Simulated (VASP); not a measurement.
# Ge (Fd-3m) in VASP: further runs, part 2 of 2

VASP 6.6.1. The steps go on from the part before.

## (3) Single point, PBEsol

INCAR

```
PREC     = Accurate       # precision mode
ENCUT    = 520            # plane-wave cutoff, eV
EDIFF    = 1E-7           # SCF threshold, eV
ISMEAR   = -1             # smearing method
SIGMA    = 0.02           # smearing width, eV
LREAL    = F              # projectors in reciprocal space
LASPH    = T              # aspherical terms in the spheres
NELM     = 100            # most SCF steps
ALGO     = Normal         # electronic algorithm
ISIF     = 2              # what is computed and relaxed
LWAVE    = F              # write WAVECAR
LCHARG   = T              # write CHGCAR
GGA      = PS             # functional
LELF     = T              # ELF
LVHAR    = T            
NBANDS   = 36             # bands
```

KPOINTS

```
Automatic mesh
0
Gamma
  8 8 6
```

POSCAR

```
Ge
1.0
    2.8378036877      2.8378036877      0.0000000000
   -2.8378036877      2.8378036877      0.0000000000
    0.0000000000      0.0000000000      5.6756073754
Ge
4
Direct
    0.2500000000      0.5000000000      0.3750000000
    0.7500000000      0.0000000000      0.8750000000
    0.2500000000      0.0000000000      0.1250000000
    0.7500000000      0.5000000000      0.6250000000
```

Potentials or basis: VASP PAW PBE potentials, release 64 (Ge_d).

Started as:

```console
> cat potpaw_PBE.64/Ge_d/POTCAR > POTCAR
> mpirun -np 1 vasp_std > vasp.out
```

OUTCAR:

```text
PREC = Accurate
   ENCUT = 520
   EDIFF = 1E-7
   ISMEAR = -1
   LREAL = F
   LASPH = T
   NELM = 100
   ISIF = 2
   GGA = PS

 ion  position               nearest neighbor table
   1  0.250  0.500  0.375-   3 2.46   4 2.46   3 2.46   4 2.46
   2  0.750  0.000  0.875-   3 2.46   4 2.46   4 2.46   3 2.46
   3  0.250  0.000  0.125-   1 2.46   2 2.46   1 2.46   2 2.46
   4  0.750  0.500  0.625-   1 2.46   2 2.46   2 2.46   1 2.46

  LATTYP: Found a simple tetragonal cell.
 ALAT       =     4.0132604625
 C/A-ratio  =     1.4142135624

  Lattice vectors:

 A1 = (   2.8378036877,   2.8378036877,   0.0000000000)
 A2 = (  -2.8378036877,   2.8378036877,   0.0000000000)
 A3 = (   0.0000000000,   0.0000000000,   5.6756073754)

Analysis of symmetry for initial positions (statically):
=====================================================================
 Subroutine PRICEL returns following result:

  LATTYP: Found a face centered cubic cell.
 ALAT       =     5.6756073754

  Lattice vectors:

 A1 = (   0.0000000000,  -2.8378036877,  -2.8378036877)
 A2 = (   2.8378036877,   0.0000000000,  -2.8378036877)
 A3 = (   2.8378036877,  -2.8378036877,  -0.0000000000)

   2 primitive cells build up your supercell.

 Routine SETGRP: Setting up the symmetry group for a
 simple tetragonal supercell.

 Subroutine GETGRP returns: Found 16 space group operations
 (whereof  4 operations were pure point group operations)
 out of a pool of 16 trial point group operations.

The static configuration has the point symmetry C_2h.
 The point group associated with its full space group is D_4h.

Analysis of symmetry for dynamics (positions and initial velocities):
=====================================================================
[... 134 lines left out ...]
   EMIN   =  10.00;   EMAX   =-10.00  energy-range for DOS
   EFERMI =   0.00;   METHOD = LEGACY
   ISMEAR =    -1;   SIGMA  =   0.02  broadening in eV -4-tet -1-fermi 0-gaus
   EFERMI_NEDOS =   21; number of points for ismear=-14 and -15
   IALGO  =     38    algorithm
   IMIX   =      4    mixing-type and parameters
     AMIX     =   0.40;   BMIX     =  1.00
     AMIX_MAG =   1.60;   BMIX_MAG =  1.00
  volume/ion in A,a.u.               =      22.85       154.22
  Fermi-wavevector in a.u.,A,eV,Ry     =   1.390385  2.627447 26.302391  1.933171
  Thomas-Fermi vector in A             =   2.514325
   LORBIT       =      0    0 simple, 1 ext, 2 COOP (PROOUT), +10 PAW based schemes
   GGA     = PS    functional components
   LHFCALC =     F    Hartree Fock is set to
   AEXX    =    0.0000 exact exchange contribution
   IVDW    =     0    specifies the selected vdW correction
   LEPSILON=     F    determine dielectric tensor
   LRPA    =     F    only Hartree local field effects (RPA)
 non-spin polarized calculation
  energy-cutoff  :      520.00
  volume of cell :       91.41
 maximum number of plane-waves:      2496
 NGX is ok and might be reduce to    30
   NGX = 15   NGY = 15   NGZ = 21

 number of electron      55.9999987 magnetization

 Free energy of the ion-electron system (eV)
  ---------------------------------------------------
  ext. energy  EPLUGINS =         0.00000000
  ---------------------------------------------------
  free energy    TOTEN  =       -19.74167398 eV

  energy without entropy =      -19.74141802  energy(sigma->0) =      -19.74154600

 E-fermi :   4.7834     XC(G=0): -10.0837

 val. band max:        4.7708823635   @ k =   0.0000   0.0000   0.0000
 cond. band min:       4.8647449353   @ k =   0.5000   0.0000   0.5000
 fundamental gap:      0.0938625718
 Fermi energy:         4.7834389557

 k-point     1 :       0.0000    0.0000    0.0000
  band No.  band energies     occupation
      1     -20.0123      2.00000
      2     -20.0123      2.00000
      3     -19.9790      2.00000
      4     -19.9790      2.00000
      5     -19.9782      2.00000
      6     -19.9435      2.00000
[... 925 lines left out ...]
     35      10.6765      0.00000
     36      10.6765      0.00000

 [... further k-points ...]

------------------------ aborting loop because EDIFF is reached ----------------------------------------

  FORCE on cell =-STRESS in cart. coord.  units (eV):
  Direction    XX          YY          ZZ          XY          YZ          ZX
  --------------------------------------------------------------------------------------
  -------------------------------------------------------------------------------------
  Total       -0.0057791     -0.0057791     -0.0881248      0.0000000     -0.0000000     -0.0000000
  in kB       -0.1012897     -0.1012897     -1.5445498      0.0000000     -0.0000000     -0.0000000
  external PRESSURE =      -0.5823764 kB  Pullay stress =       0.0000000 kB

 VOLUME and BASIS-vectors are now :
 -----------------------------------------------------------------------------
  energy-cutoff  :      520.00
  volume of cell :       91.41
      direct lattice vectors                 reciprocal lattice vectors
     2.837803688  2.837803688  0.000000000     0.176192596  0.176192596  0.000000000
    -2.837803688  2.837803688  0.000000000    -0.176192596  0.176192596  0.000000000
     0.000000000  0.000000000  5.675607375     0.000000000  0.000000000  0.176192596

 POSITION                                       TOTAL-FORCE (eV/Angst)
 -----------------------------------------------------------------------------------
     -0.70945      2.12835      2.12835        -0.000000      0.000000      0.000000
      2.12835      2.12835      4.96616        -0.000000     -0.000000     -0.000000
      0.70945      0.70945      0.70945        -0.000000     -0.000000     -0.000000
      0.70945      3.54725      3.54725         0.000000     -0.000000      0.000000
 -----------------------------------------------------------------------------------
    total drift:                                0.000000     -0.000000      0.000000

  FREE ENERGIE OF THE ION-ELECTRON SYSTEM (eV)
  ---------------------------------------------------
  free  energy   TOTEN  =       -19.7416739800 eV

  energy  without entropy=      -19.7414180239  energy(sigma->0) =      -19.74154600
```

OSZICAR:

```text
N       E                     dE             d eps       ncg     rms          rms(c)
DAV:   1     0.495592788467E+03    0.49559E+03   -0.27979E+04  4924   0.424E+03
DAV:   2     0.670023508003E+02   -0.42859E+03   -0.41796E+03  4320   0.815E+02
DAV:   3    -0.152737824680E+02   -0.82276E+02   -0.81123E+02  4668   0.207E+02
DAV:   4    -0.199422681546E+02   -0.46685E+01   -0.46491E+01  5068   0.574E+01
DAV:   5    -0.200364850068E+02   -0.94217E-01   -0.94190E-01  4784   0.907E+00    0.457E+00
DAV:   6    -0.198356608820E+02    0.20082E+00   -0.97552E-02  5076   0.282E+00    0.260E+00
DAV:   7    -0.197390109556E+02    0.96650E-01   -0.13615E-01  4600   0.270E+00    0.203E-01
DAV:   8    -0.197411897830E+02   -0.21788E-02   -0.15151E-02  4876   0.125E+00    0.102E-01
DAV:   9    -0.197416528693E+02   -0.46309E-03   -0.45318E-04  5008   0.138E-01    0.234E-02
DAV:  10    -0.197416701263E+02   -0.17257E-04   -0.75813E-05  5676   0.121E-01    0.730E-03
DAV:  11    -0.197416736730E+02   -0.35468E-05   -0.59701E-06  4604   0.154E-02    0.240E-03
DAV:  12    -0.197416741089E+02   -0.43589E-06   -0.45142E-07  4200   0.424E-03    0.590E-04
DAV:  13    -0.197416740047E+02    0.10424E-06   -0.29741E-08  2612   0.159E-03    0.190E-04
DAV:  14    -0.197416739800E+02    0.24667E-07   -0.76324E-09  2404   0.863E-04
   1 F= -.19741674E+02 E0= -.19741546E+02  d E =-.255956E-03
```

Wall time 3.4 min (1 thread of Intel Xeon 8259CL, shared host); peak memory 0.27 GiB.

Results:

| Item | Value |
| --- | --- |
| Free energy | -19.7417 eV |
| Pressure | -0.1 GPa |
| Band gap on the k mesh | zero (filled and empty bands touch) |

Caveat: semilocal functionals underestimate gaps, and a narrow one can read as zero; the PAW data sets were made with another functional, which shifts forces and pressure a little.

The gap in the log of VASP goes by the Fermi energy; the results here count the filled bands.